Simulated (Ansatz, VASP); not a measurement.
**One calculation of PbO, two programs**

```
Pb O
1.0
     4.11900    0.00000    0.00000
     0.00000    4.11900    0.00000
     0.00000    0.00000   30.74933
Pb O
2 2
Direct
  0.50000 0.00000 0.45803
  0.00000 0.50000 0.54197
  0.00000 0.00000 0.50000
  0.50000 0.50000 0.50000
```

Alike in both runs: task single point; functional PBE; dispersion D3(BJ); k mesh 6 × 6 × 1; occupations gaussian, width 0.02 eV; no spin polarisation.

```csv
,VASP,Ansatz
version,VASP 6.6.1,Ansatz 0.2.0
potentials or method,"VASP PAW PBE potentials, release 64 (Pb_d, O), cutoff 520 eV","scalar-relativistic, plane waves, PAW"
valence electrons in the cell,40,40
```

```tsv
	VASP	Ansatz	Ansatz less VASP
gap on the k mesh at the Fermi level (eV)	2.41	2.42	+0.009
least direct gap on the mesh (eV)	2.45	2.45	+0.008
rms of the force components (eV/Å)	0.636	0.646	+0.0101
```

Neither program's run includes spin-orbit coupling.
